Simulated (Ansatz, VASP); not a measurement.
Rh: VASP beside Ansatz

```xyz
1
Lattice="2.4953 0.0000 0.0000 0.0000 2.4953 0.0000 0.0000 0.0000 2.4953" Properties=species:S:1:pos:R:3 pbc="T T T"
Rh    0.0000    0.0000    0.0000
```

Alike in both runs: functional PBEsol; k mesh 8 × 8 × 8; occupations gaussian, width 0.1 eV; no spin polarisation.

Ansatz relaxed the structure, and its values are those at the end. VASP's run is a single point on that final structure, the one shown.

```csv
,VASP,Ansatz
version,VASP 6.6.1,Ansatz 0.2.0
potentials or method,"VASP PAW PBE potentials, release 64 (Rh_pv), cutoff 520 eV","scalar-relativistic, plane waves, PAW"
valence electrons in the cell,15,17
```

```tsv
	VASP	Ansatz	Ansatz less VASP
gap on the k mesh at the Fermi level (eV)	none	none	-
pressure (GPa)	0.1	0.0	-0.04
```

VASP's potentials were made for PBE, not for PBEsol. A gap of «none» marks a metal or a gap that the smearing closes. The functional is the same, so the differences come from potentials, cutoffs and numerics. VASP's potentials hold 15 valence electrons a cell and Ansatz's 17, so a difference there can come from the potentials and not from the codes.
